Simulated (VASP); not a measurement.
Input of a VASP 6.6.1 run:

File INCAR:

```
SYSTEM = MgS
PREC = Accurate
ENCUT = 600
EDIFF = 1E-6
ISMEAR = 0
SIGMA = 0.01
LREAL = .FALSE.
LASPH = .TRUE.
NELM = 120
ALGO = Normal
ISIF = 2
LWAVE = .FALSE.
LCHARG = .TRUE.
GGA = PS
LELF = .TRUE.
LVHAR = .TRUE.
NBANDS = 11
GGA_COMPAT = .FALSE.
```

Contents of KPOINTS:

```
Automatic mesh
0
G
  4 4 4
  0 0 0
```

The input POSCAR:

```
MgS
1.0
    0.0000000000      2.5652979412      2.5652979412
    2.5652979412      0.0000000000      2.5652979412
    2.5652979412      2.5652979412      0.0000000000
Mg S
1 1
Direct
    0.0000000000      0.0000000000      0.0000000000
    0.5000000000      0.5000000000      0.5000000000
```

Potentials or basis: VASP PAW PBE potentials, release 64 (Mg, S).

The run is started by

```bash
$ cat potpaw_PBE.64/Mg/POTCAR potpaw_PBE.64/S/POTCAR > POTCAR
$ mpirun -np 1 vasp_std > vasp.out
```

(1) Estimate the band gap on the k mesh.

(2) Predict the pressure.

Answers

(1) 2.76 eV, indirect (least direct gap 3.92 eV).

(2) 2.8 GPa.

Caveat: the k points lie up to 0.53 Å⁻¹ apart; the PAW data sets were made with another functional, which shifts forces and pressure a little.
